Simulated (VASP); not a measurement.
Runs of VASP 6.6.1 on KF. The structure is cubic, space group F-43m (No. 216). Conventional cell: a = 5.871 Å, b = 5.871 Å, c = 5.871 Å, α = 90.00°, β = 90.00°, γ = 90.00°. K (site symmetry -43m) has 4 F at 2.54 Å within 3.4 Å. F (site symmetry -43m) has 4 K at 2.54 Å within 3.4 Å. 

```tsv
level	k mesh	grid for exact exchange (PRECFOCK)	screening parameter	gap on the mesh (eV)	pressure (GPa)
r2SCAN	6 × 6 × 6	-	-	5.74	0.0
PBE	6 × 6 × 6	-	-	5.16	0.9
PBE	4 × 4 × 4	-	-	5.16	0.9
HSE06	4 × 4 × 4	Normal	0.2079 1/Å	(a)	0.5
```

Alike in all rows: task single point; potentials or basis VASP PAW PBE potentials, release 64 (K_sv, F); no spin polarisation; cell as given; cutoff (eV) 520; smearing gaussian 0.01 eV.

Question: Fill in the values left out.

Answer: (a) 7.03.

Caveats: some runs use coarse meshes; the PAW data sets were made with another functional, which shifts forces and pressure a little (some runs).

A k mesh can miss the band edges.
